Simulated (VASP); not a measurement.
# C (R-3m) in VASP: notebook

C is run at these levels: LDA; tasks: single point.

All numbers are computed with VASP 6.6.1; they aren't measurements. Logs are shortened: lines on timing, memory, paths and dates and some standing lists are left out, and cuts for length are marked.

## Step 1: The cell of the first run

The structure is trigonal, space group R-3m (No. 166). Conventional cell: a = 2.491 Å, b = 2.491 Å, c = 29.224 Å, α = 90.00°, β = 90.00°, γ = 120.00°. Within 1.9 Å of C (site symmetry 3m) lie 4 C at 1.45 to 1.52 Å. Within 1.9 Å of C (site symmetry 3m) lie 4 C at 1.45 to 1.52 Å. Within 1.9 Å of C (site symmetry 3m) lie 4 C at 1.45 to 1.52 Å. Within 2.0 Å of C (site symmetry 3m) lie 4 C at 1.47 to 1.52 Å. Within 2.0 Å of C (site symmetry 3m) lie 4 C at 1.47 to 1.52 Å.

## Step 2: Single point, LDA (strain +0.000 along x and y, -0.050 along z)

File INCAR:

```
PREC     = Accurate       # precision mode
ENCUT    = 520            # plane-wave cutoff, eV
EDIFF    = 1E-6           # SCF threshold, eV
ISMEAR   = 0              # smearing method
SIGMA    = 0.05           # smearing width, eV
LREAL    = False          # projectors in reciprocal space
LASPH    = True           # aspherical terms in the spheres
NELM     = 100            # most SCF steps
ALGO     = Normal         # electronic algorithm
ISIF     = 2              # what is computed and relaxed
LWAVE    = False          # write WAVECAR
LCHARG   = True           # write CHGCAR
LELF     = True           # ELF
LVHAR    = True         
NBANDS   = 31             # bands
```

File KPOINTS:

```
regular mesh
0
Gamma
  12 12 12
```

File POSCAR:

```
C
1.0
    1.2456453758      0.7191736930      9.7411837249
   -1.2456453758      0.7191736930      9.7411837249
    0.0000000000     -1.4383473861      9.7411837249
C
10
Direct
    0.0248185525      0.0248185525      0.0248185525
    0.9751814475      0.9751814475      0.9751814475
    0.1086956498      0.1086956498      0.1086956498
    0.8913043502      0.8913043502      0.8913043502
    0.1583656632      0.1583656632      0.1583656632
    0.8416343368      0.8416343368      0.8416343368
    0.3748645769      0.3748645769      0.3748645769
    0.6251354231      0.6251354231      0.6251354231
    0.4253218689      0.4253218689      0.4253218689
    0.5746781311      0.5746781311      0.5746781311
```

Potentials or basis: VASP PAW LDA potentials, release 64 (C).

Started as:

```
cat potpaw_LDA.64/C/POTCAR > POTCAR
mpirun -np 1 vasp_std > vasp.out
```

OUTCAR:

```text
PREC = Accurate
   ENCUT = 520
   EDIFF = 1E-6
   ISMEAR = 0
   LREAL = False
   LASPH = True
   NELM = 100
   ISIF = 2

 ion  position               nearest neighbor table
   1  0.025  0.025  0.025-   2 1.45   7 1.52   7 1.52   7 1.52
   2  0.975  0.975  0.975-   1 1.45   8 1.52   8 1.52   8 1.52
   3  0.109  0.109  0.109-   5 1.45   9 1.52   9 1.52   9 1.52
   4  0.891  0.891  0.891-   6 1.45  10 1.52  10 1.52  10 1.52
   5  0.158  0.158  0.158-   3 1.45   6 1.52   6 1.52   6 1.52
   6  0.842  0.842  0.842-   4 1.45   5 1.52   5 1.52   5 1.52
   7  0.375  0.375  0.375-   9 1.47   1 1.52   1 1.52   1 1.52
   8  0.625  0.625  0.625-  10 1.47   2 1.52   2 1.52   2 1.52
   9  0.425  0.425  0.425-   7 1.47   3 1.52   3 1.52   3 1.52
  10  0.575  0.575  0.575-   8 1.47   4 1.52   4 1.52   4 1.52

  LATTYP: Found a trigonal (rhomboedric) cell.
 ALAT       =     9.8468016922
 COS(alpha) =     0.9679942173

  Lattice vectors:

 A1 = (   1.2456453758,   0.7191736930,   9.7411837249)
 A2 = (  -1.2456453758,   0.7191736930,   9.7411837249)
 A3 = (   0.0000000000,  -1.4383473861,   9.7411837249)

Analysis of symmetry for initial positions (statically):
=====================================================================
 Subroutine PRICEL returns:
 Original cell was already a primitive cell.

 Routine SETGRP: Setting up the symmetry group for a
 trigonal (rhombohedral) supercell.

 Subroutine GETGRP returns: Found 12 space group operations
 (whereof 12 operations were pure point group operations)
 out of a pool of 12 trial point group operations.

The static configuration has the point symmetry D_3d.

Analysis of symmetry for dynamics (positions and initial velocities):
=====================================================================
 Subroutine PRICEL returns:
 Original cell was already a primitive cell.

 Routine SETGRP: Setting up the symmetry group for a
 trigonal (rhombohedral) supercell.

 Subroutine GETGRP returns: Found 12 space group operations
 (whereof 12 operations were pure point group operations)
 out of a pool of 12 trial point group operations.

The dynamic configuration has the point symmetry D_3d.

 Subroutine INISYM returns: Found 12 space group operations
 (whereof 12 operations are pure point group operations),
 and found     1 'primitive' translations

----------------------------------------------------------------------------------------

                                     Primitive cell

  volume of cell :      52.3590

  direct lattice vectors                    reciprocal lattice vectors
     1.245645376  0.719173693  9.741183725     0.401398351  0.231747446  0.034218976
    -1.245645376  0.719173693  9.741183725    -0.401398351  0.231747446  0.034218976
     0.000000000 -1.438347386  9.741183725     0.000000000 -0.463494892  0.034218976

  length of vectors
     9.846801692  9.846801692  9.846801692     0.464756338  0.464756338  0.464756338

  position of ions in fractional coordinates (direct lattice)
     0.024818553  0.024818553  0.024818553
     0.975181447  0.975181447  0.975181447
     0.108695650  0.108695650  0.108695650
     0.891304350  0.891304350  0.891304350
     0.158365663  0.158365663  0.158365663
     0.841634337  0.841634337  0.841634337
     0.374864577  0.374864577  0.374864577
     0.625135423  0.625135423  0.625135423
     0.425321869  0.425321869  0.425321869
     0.574678131  0.574678131  0.574678131

  ion indices of the primitive-cell ions
   primitive index   ion index
                 1           1
                 2           2
                 3           3
                 4           4
                 5           5
                 6           6
                 7           7
                 8           8
                 9           9
                10          10

----------------------------------------------------------------------------------------

 KPOINTS: regular mesh

Automatic generation of k-mesh.
 Grid dimensions read from file:
 generate k-points for:   12   12   12

 Generating k-lattice:

  Cartesian coordinates                     Fractional coordinates (reciprocal lattice)
     0.033449863  0.019312287  0.002851581     0.083333333  0.000000000  0.000000000
    -0.033449863  0.019312287  0.002851581     0.000000000  0.083333333  0.000000000
     0.000000000 -0.038624574  0.002851581     0.000000000  0.000000000  0.083333333

  Length of vectors
     0.038729695  0.038729695  0.038729695

  Shift w.r.t. Gamma in fractional coordinates (k-lattice)
     0.000000000  0.000000000  0.000000000

 Subroutine IBZKPT returns following result:
 ===========================================

 Found    189 irreducible k-points:

 Following reciprocal coordinates:
            Coordinates               Weight
  0.000000  0.000000  0.000000      1.000000
  0.083333  0.000000  0.000000      6.000000
  0.166667  0.000000  0.000000      6.000000
  0.250000  0.000000  0.000000      6.000000
  0.333333  0.000000  0.000000      6.000000
  0.416667  0.000000  0.000000      6.000000
[... 16 lines left out ...]
  0.500000  0.166667  0.000000     12.000000
 -0.416667  0.166667  0.000000     12.000000
 [... further k-points ...]
   k-points           NKPTS =    189   k-points in BZ     NKDIM =    189   number of bands    NBANDS=     31
   number of dos      NEDOS =    301   number of ions     NIONS =     10
   total plane-waves  NPLWV = 512000
   dimension x,y,z NGX =    80 NGY =   80 NGZ =   80
   dimension x,y,z NGXF=   160 NGYF=  160 NGZF=  160
   ions per type =              10
   NGX,Y,Z   is equivalent  to a cutoff of  13.51, 13.51, 13.51 a.u.
   NGXF,Y,Z  is equivalent  to a cutoff of  27.01, 27.01, 27.01 a.u.
 SYSTEM =  unknown system
   PREC   = accura    normal or accurate (medium, high low for compatibility)
   ISTART =      0    job   : 0-new  1-cont  2-samecut
   ICHARG =      2    charge: 1-file 2-atom 10-const
   ISPIN  =      1    spin polarized calculation?
   LNONCOLLINEAR =      F non collinear calculations
   LSORBIT =      F    spin-orbit coupling
   LASPH  =      T    aspherical Exc in radial PAW
   ENCUT  =  520.0 eV  38.22 Ry    6.18 a.u.  18.31 18.31 18.31*2*pi/ulx,y,z
   NELM   =    100;   NELMIN=  2; NELMDL= -5     # of ELM steps
   EDIFF  = 0.1E-05   stopping-criterion for ELM
   LREAL  =      F    real-space projection
   EDIFFG = 0.1E-04   stopping-criterion for IOM
   NSW    =      0    number of steps for IOM
   IBRION =     -1    ionic relax: 0-MD 1-quasi-New 2-CG
   NFREE  =      0    steps in history (QN), initial steepest desc. (CG)
   ISIF   =      2    stress and relaxation
   ISYM   =      2    0-nonsym 1-usesym 2-fastsym
   POTIM  = 0.5000    time-step for ionic-motion
   TEBEG  =    0.0;   TEEND  =   0.0 temperature during run
   PSTRESS=    0.0 pullay stress
   NELECT =      40.0000    total number of electrons
   NUPDOWN=      -1.0000    fix difference up-down
   EMIN   =  10.00;   EMAX   =-10.00  energy-range for DOS
   EFERMI =   0.00;   METHOD = LEGACY
   ISMEAR =     0;   SIGMA  =   0.05  broadening in eV -4-tet -1-fermi 0-gaus
   EFERMI_NEDOS =   21; number of points for ismear=-14 and -15
   IALGO  =     38    algorithm
   IMIX   =      4    mixing-type and parameters
     AMIX     =   0.40;   BMIX     =  1.00
     AMIX_MAG =   1.60;   BMIX_MAG =  1.00
  volume/ion in A,a.u.               =       5.24        35.33
  Fermi-wavevector in a.u.,A,eV,Ry     =   1.496573  2.828112 30.473367  2.239729
  Thomas-Fermi vector in A             =   2.608572
   LORBIT       =      0    0 simple, 1 ext, 2 COOP (PROOUT), +10 PAW based schemes
   GGA     = CA    functional components
   LHFCALC =     F    Hartree Fock is set to
   AEXX    =    0.0000 exact exchange contribution
   IVDW    =     0    specifies the selected vdW correction
   LEPSILON=     F    determine dielectric tensor
   LRPA    =     F    only Hartree local field effects (RPA)
 non-spin polarized calculation
 Gauss-broadening in eV      SIGMA  =   0.05
  energy-cutoff  :      520.00
  volume of cell :       52.36
 maximum number of plane-waves:      1435
 NGX is ok and might be reduce to    80
   NGX = 37   NGY = 37   NGZ = 37

 number of electron      40.0000000 magnetization

 Free energy of the ion-electron system (eV)
  ---------------------------------------------------
  ext. energy  EPLUGINS =         0.00000000
  ---------------------------------------------------
  free energy    TOTEN  =      -100.47598170 eV

  energy without entropy =     -100.47598170  energy(sigma->0) =     -100.47598170

 E-fermi :  11.3691     XC(G=0): -13.8855

 val. band max:       11.0867498130   @ k =   0.0000   0.0000   0.0000
 cond. band min:      15.0926190116   @ k =   0.5000   0.5000   0.0000
 fundamental gap:      4.0058691986
 Fermi energy:        11.3690731503

 k-point     1 :       0.0000    0.0000    0.0000
  band No.  band energies     occupation
      1     -11.5056      2.00000
      2     -10.3024      2.00000
      3     -10.2407      2.00000
      4      -6.6614      2.00000
      5      -6.6398      2.00000
      6      -0.7533      2.00000
[... 23 lines left out ...]
     30      19.4450      0.00000
     31      19.7058      0.00000

 k-point     2 :       0.0833    0.0000    0.0000
  band No.  band energies     occupation
      1     -11.3302      2.00000
      2     -10.1725      2.00000
      3     -10.0232      2.00000
      4      -6.6158      2.00000
      5      -6.3547      2.00000
      6      -0.7843      2.00000
[... 23 lines left out ...]
     30      19.6288      0.00000
     31      19.9375      0.00000

 k-point     3 :       0.1667    0.0000    0.0000
  band No.  band energies     occupation
      1     -10.8057      2.00000
      2      -9.7174      2.00000
      3      -9.4400      2.00000
      4      -6.2496      2.00000
      5      -5.7356      2.00000
      6      -0.5498      2.00000
[... 23 lines left out ...]
     30      20.3892      0.00000
     31      21.0391      0.00000

 k-point     4 :       0.2500    0.0000    0.0000
  band No.  band energies     occupation
      1      -9.9382      2.00000
      2      -8.9243      2.00000
      3      -8.5184      2.00000
      4      -5.5614      2.00000
      5      -4.8116      2.00000
      6      -0.1168      2.00000
[... 23 lines left out ...]
     30      21.2279      0.00000
     31      21.6811      0.00000

 k-point     5 :       0.3333    0.0000    0.0000
  band No.  band energies     occupation
      1      -8.7413      2.00000
      2      -7.8064      2.00000
      3      -7.2808      2.00000
      4      -4.5804      2.00000
      5      -3.6512      2.00000
      6      -0.6253      2.00000
[... 23 lines left out ...]
     30      21.9650      0.00000
     31      22.2876      0.00000
[... 542 lines left out ...]
     30      21.8620      0.00000
     31      22.1133      0.00000

 k-point    22 :       0.4167    0.1667    0.0000
  band No.  band energies     occupation
      1      -8.2078      2.00000
      2      -7.4776      2.00000
      3      -6.5636      2.00000
      4      -4.4678      2.00000
      5      -2.8464      2.00000
      6      -0.5612      2.00000
[... 23 lines left out ...]
     30      21.9913      0.00000
     31      22.6440      0.00000

 k-point    23 :       0.5000    0.1667    0.0000
  band No.  band energies     occupation
      1      -6.7332      2.00000
      2      -6.0904      2.00000
      3      -5.1321      2.00000
      4      -3.4314      2.00000
      5      -2.6572      2.00000
      6      -1.8926      2.00000
[... 23 lines left out ...]
     30      22.4796      0.00000
     31      22.5999      0.00000

 k-point    24 :      -0.4167    0.1667    0.0000
  band No.  band energies     occupation
      1      -5.3894      2.00000
      2      -5.0247      2.00000
      3      -4.5593      2.00000
      4      -3.6831      2.00000
      5      -3.4754      2.00000
      6      -2.5795      2.00000
[... 23 lines left out ...]
     30      22.3696      0.00000
     31      22.6015      0.00000

 [... further k-points ...]

------------------------ aborting loop because EDIFF is reached ----------------------------------------

  FORCE on cell =-STRESS in cart. coord.  units (eV):
  Direction    XX          YY          ZZ          XY          YZ          ZX
  --------------------------------------------------------------------------------------
  -------------------------------------------------------------------------------------
  Total        1.4825612      1.4825612     26.6269463      0.0000000     -0.0000000      0.0000000
  in kB       45.3661599     45.3661599    814.7807264      0.0000000     -0.0000000      0.0000000
  external PRESSURE =     301.8376820 kB  Pullay stress =       0.0000000 kB

 VOLUME and BASIS-vectors are now :
 -----------------------------------------------------------------------------
  energy-cutoff  :      520.00
  volume of cell :       52.36
      direct lattice vectors                 reciprocal lattice vectors
     1.245645376  0.719173693  9.741183725     0.401398351  0.231747446  0.034218976
    -1.245645376  0.719173693  9.741183725    -0.401398351  0.231747446  0.034218976
     0.000000000 -1.438347386  9.741183725     0.000000000 -0.463494892  0.034218976

 POSITION                                       TOTAL-FORCE (eV/Angst)
 -----------------------------------------------------------------------------------
      0.00000     -0.00000      0.72529         0.000000     -0.000000      0.456834
      0.00000     -0.00000     28.49826         0.000000      0.000000     -0.456834
      0.00000     -0.00000      3.17647         0.000000      0.000000     -0.445536
      0.00000     -0.00000     26.04708         0.000000     -0.000000      0.445536
      0.00000     -0.00000      4.62801         0.000000     -0.000000      0.629283
      0.00000     -0.00000     24.59554         0.000000      0.000000     -0.629283
      0.00000     -0.00000     10.95487         0.000000      0.000000     -0.533974
      0.00000     -0.00000     18.26868         0.000000     -0.000000      0.533974
      0.00000     -0.00000     12.42942         0.000000     -0.000000      0.537444
      0.00000     -0.00000     16.79414         0.000000      0.000000     -0.537444
 -----------------------------------------------------------------------------------
    total drift:                                0.000000      0.000000     -0.000000

  FREE ENERGIE OF THE ION-ELECTRON SYSTEM (eV)
  ---------------------------------------------------
  free  energy   TOTEN  =      -100.4759817023 eV

  energy  without entropy=     -100.4759817023  energy(sigma->0) =     -100.47598170
```

Wall time 33 min (1 thread of Intel Xeon 6975P-C (Granite Rapids), shared host); peak memory 0.73 GiB.

Results:

| Quantity | Value |
| --- | --- |
| Free energy | -100.4760 eV |
| Pressure | 30.2 GPa |
| Largest force | 0.629 eV/Å |
| Band gap on the k mesh | 4.01 eV (least direct gap 4.86 eV) |

Forces on the atoms (eV/Å):
```
C    0.000  0.000  0.457
C    0.000  0.000 -0.457
C    0.000  0.000 -0.446
C    0.000  0.000  0.446
C    0.000  0.000  0.629
C    0.000  0.000 -0.629
C    0.000  0.000 -0.534
C    0.000  0.000  0.534
C    0.000  0.000  0.537
C    0.000  0.000 -0.537
```

Stress tensor (GPa, compression positive):
```
 4.54  0.00  0.00
 0.00  4.54  0.00
 0.00  0.00 81.48
```

Caveat: the cell differs from its parent crystal (strain +0.000 along x and y, -0.050 along z); the cell stands under pressure. A k mesh can miss the band edges.

## Step 3: Single point, LDA (strain -0.025 along x and y, +0.000 along z)

File INCAR:

```
PREC = Accurate ; ENCUT = 520
EDIFF = 1E-7 ; ISMEAR = 0
SIGMA = 0.05 ; LREAL = False
LASPH = True ; NELM = 60
ALGO = Normal ; ISIF = 2
LWAVE = False ; LCHARG = False
GGA = CA ; NBANDS = 31
```

File KPOINTS:

```
Automatic mesh
0
Gamma
  12 12 12
```

Changes to POSCAR since step 2:

```diff
@@ -2,5 +2,5 @@
 1.0
-    1.2456453758      0.7191736930      9.7411837249
-   -1.2456453758      0.7191736930      9.7411837249
-    0.0000000000     -1.4383473861      9.7411837249
+    1.2145042414      0.7011943507     10.2538776052
+   -1.2145042414      0.7011943507     10.2538776052
+    0.0000000000     -1.4023887014     10.2538776052
 C
```

Potentials or basis: VASP PAW LDA potentials, release 64 (C).

Started as:

```
cat potpaw_LDA.64/C/POTCAR > POTCAR
mpirun -np 1 vasp_std > vasp.out
```

It took 41 min on 1 thread of Intel Xeon 6975P-C (Granite Rapids), shared host; peak memory 0.74 GiB.

The run converged. Its results:

```
Free energy            : -100.8087 eV
Pressure               : 28.2 GPa
Largest force          : 0.207 eV/Å
Band gap on the k mesh : 4.80 eV (least direct gap 5.00 eV)
```

Forces on the atoms (eV/Å):
```
C    0.000  0.000 -0.144
C    0.000  0.000  0.144
C    0.000  0.000  0.141
C    0.000  0.000 -0.141
C    0.000  0.000 -0.188
C    0.000  0.000  0.188
C    0.000  0.000  0.206
C    0.000  0.000 -0.206
C    0.000  0.000 -0.207
C    0.000  0.000  0.207
```

Stress tensor (GPa, compression positive):
```
40.06  0.00  0.00
 0.00 40.06  0.00
 0.00  0.00  4.55
```

Levels at points of the mesh, in eV from the valence-band top:
```tsv
k point	band 17	band 18	band 19	band 20	band 21	band 22	band 23	band 24
(0.00, 0.00, 0.00)	-1.26	-0.26	0.00	0.00	5.00	5.79	5.79	7.18
(0.50, 0.00, 0.00)	-4.76	-4.71	-3.89	-3.26	5.32	5.33	6.06	6.17
(0.50, 0.50, 0.00)	-4.56	-4.42	-3.73	-3.72	5.14	5.26	5.93	6.01
(0.50, 0.50, 0.50)	-0.45	-0.45	-0.40	-0.40	6.26	6.26	6.36	6.36
```

Caveat: the cell differs from its parent crystal (strain -0.025 along x and y, +0.000 along z); the cell stands under pressure.

## Step 4: Single point, LDA (strain +0.000 along x and y, -0.025 along z)

File INCAR:

```
PREC = Accurate
ENCUT = 520
EDIFF = 1E-7
ISMEAR = 0
SIGMA = 0.05
LREAL = False
LASPH = True
NELM = 80
ALGO = Normal
ISIF = 2
LWAVE = False
LCHARG = False
NBANDS = 31
```

KPOINTS is that of step 3.

Changes to POSCAR since step 3:

```diff
@@ -2,5 +2,5 @@
 1.0
-    1.2145042414      0.7011943507     10.2538776052
-   -1.2145042414      0.7011943507     10.2538776052
-    0.0000000000     -1.4023887014     10.2538776052
+    1.2456453758      0.7191736930      9.9975306651
+   -1.2456453758      0.7191736930      9.9975306651
+    0.0000000000     -1.4383473861      9.9975306651
 C
```

Started as:

```
cat potpaw_LDA.64/C/POTCAR > POTCAR
mpirun -np 1 vasp_std > vasp.out
```

Wall time 40 min (1 thread of Intel Xeon 6975P-C (Granite Rapids), shared host); peak memory 0.74 GiB.

It converged, with:

- Free energy: -100.9865 eV
- Pressure: 14.6 GPa
- Largest force: 0.216 eV/Å
- Band gap on the k mesh: 4.34 eV (least direct gap 5.13 eV)

Forces in eV/Å, atoms in the order of the input:
```
C    0.000  0.000  0.142
C    0.000  0.000 -0.142
C    0.000  0.000 -0.137
C    0.000  0.000  0.137
C    0.000  0.000  0.216
C    0.000  0.000 -0.216
C    0.000  0.000 -0.168
C    0.000  0.000  0.168
C    0.000  0.000  0.170
C    0.000  0.000 -0.170
```

Stress tensor (GPa, compression positive):
```
 2.98  0.00  0.00
 0.00  2.98  0.00
 0.00  0.00 37.91
```

Levels at points of the mesh, in eV from the valence-band top:
```
           k point  band 17  band 18  band 19  band 20  band 21  band 22  band 23  band 24
(0.00, 0.00, 0.00)    -1.50    -0.22     0.00     0.00     5.13     5.13     6.16     6.72
(0.50, 0.00, 0.00)    -4.74    -4.68    -3.69    -2.96     4.58     4.59     6.49     6.54
(0.50, 0.50, 0.00)    -4.32    -4.24    -3.53    -3.51     4.35     5.32     5.36     5.96
(0.50, 0.50, 0.50)    -0.56    -0.56    -0.50    -0.50     5.69     5.69     5.82     5.82
```

Caveat: the cell differs from its parent crystal (strain +0.000 along x and y, -0.025 along z); the cell stands under pressure.

(Continued in part 2 of 2.)
